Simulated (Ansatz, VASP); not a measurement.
## One calculation of TiAl3, two programs

File INCAR:

```
SYSTEM = TiAl3
PREC = Accurate ; ENCUT = 600
EDIFF = 1E-7 ; ISMEAR = 0
SIGMA = 0.1 ; LREAL = .False.
LASPH = .True. ; NELM = 100
ALGO = Fast ; ISIF = 3
LWAVE = .False. ; LCHARG = .False.
GGA = PS ; IBRION = 2
NSW = 100 ; EDIFFG = -0.005
```

Contents of KPOINTS:

```
Automatic mesh
0
Gamma
  14 10 10
  0 0 0
```

POSCAR

```
TiAl3
1.0
    2.8396770000      0.0000000000      0.0000000000
    0.0000000000      4.6812640000      0.0000000000
    0.0000000000      0.0000000000      4.9007420000
Ti Al
1 3
Direct
    0.0000000000      0.5000000000      0.1659160000
    0.5000000000      0.5000000000      0.6672710000
    0.5000000000      0.0000000000      0.3309120000
    0.0000000000      0.0000000000      0.8359000000
```

Input for Ansatz:

```yaml
crystal:
  lattice:
    - [2.839677, 0.0, 0.0]
    - [0.0, 4.681264, 0.0]
    - [0.0, 0.0, 4.900742]
  atoms:
    - { symbol: Ti, position: [0.0, 0.5, 0.165916] }
    - { symbol: Al, position: [0.5, 0.5, 0.667271] }
    - { symbol: Al, position: [0.5, 0.0, 0.330912] }
    - { symbol: Al, position: [0.0, 0.0, 0.8359] }
basis:
  ecutwfc: 420
kpoints:
  mp_grid: { grid: [14, 10, 10] }
hamiltonian:
  xc: pbesol
scf:
  occupations: { method: gaussian, width: 0.1 }
output:
  forces: true
  stress: true
  eigenvalues: true
relax:
  adjacent_minimum: "off"
  f_tol: 0.005
  max_steps: 80
  cell: { stress_tol: 0.05 }
```

Alike in both runs: task relaxation of cell and atoms; functional PBEsol; k mesh 14 × 10 × 10; occupations gaussian, width 0.1 eV; no spin polarisation.

|  | VASP | Ansatz |
| --- | --- | --- |
| version | VASP 6.6.1 | Ansatz 0.2.0 |
| potentials or method | VASP PAW PBE potentials, release 64 (Ti_sv, Al), cutoff 600 eV | scalar-relativistic, plane waves, PAW |
| valence electrons in the cell | 21 | 21 |

Ansatz gave:

- gap on the k mesh at the Fermi level, each at its own relaxed structure (eV): none
- relaxed volume (Å³/atom): 15.89
- relaxed cell length with the largest relative difference (Å): 2.781

What did VASP give for the same quantities?

gap on the k mesh at the Fermi level, each at its own relaxed structure (eV): none; relaxed volume (Å³/atom): 15.90; relaxed cell length with the largest relative difference (Å): 2.782.

VASP's potentials were made for PBE, not for PBEsol. A gap of «none» marks a metal or a gap that the smearing closes.
